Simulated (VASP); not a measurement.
Write the native input for VASP 6.6.1 that does the following.

- Task: single point
- Functional: PBE
- Potentials or basis: VASP PAW PBE potentials, release 64 (Sr_sv, Cl)
- Cutoff: 520 eV
- k mesh: 6 × 6 × 6
- Occupations: gaussian, width 0.05 eV
- Spin: no spin polarisation
- Dipole correction: no
- Further INCAR settings: ALGO = Normal; EDIFF = 1e-06; NBANDS = 19

The structure of SrCl2 lies in POSCAR:

```
SrCl2
1.0
    0.0000000000      3.5755072013      3.3001931468
    3.5755072013      0.0000000000      3.3001931468
    3.5755072013      3.5755072013      0.0000000000
Sr Cl
1 2
Direct
    0.0000000000      0.0000000000      0.0000000000
    0.2500000000      0.2500000000      0.2500000000
    0.7500000000      0.7500000000      0.7500000000
```

This cell differs from its parent crystal: volume 28.127 Å^3 an atom, c/a of the conventional cell 0.9230.

One way to write it, as run:

INCAR

```
  PREC = Accurate
  ENCUT = 520
  EDIFF = 1E-6
  ISMEAR = 0
  SIGMA = 0.05
  LREAL = F
  LASPH = T
  NELM = 60
  ALGO = Normal
  ISIF = 2
  LWAVE = F
  LCHARG = F
  GGA = PE
  NBANDS = 19
```

KPOINTS

```
regular mesh
0
Gamma
  6 6 6
```

Potentials or basis: VASP PAW PBE potentials, release 64 (Sr_sv, Cl).

Command:

```bash
$ cat potpaw_PBE.64/Sr_sv/POTCAR potpaw_PBE.64/Cl/POTCAR > POTCAR
$ mpirun -np 1 vasp_std > vasp.out
```

It gave:

```
Pressure               : 1.4 GPa
Band gap on the k mesh : 4.84 eV, indirect (least direct gap 5.10 eV)
```

It took 90 s on 1 thread of Intel Xeon 8259CL, with other jobs on the host, peak memory 0.24 GiB.
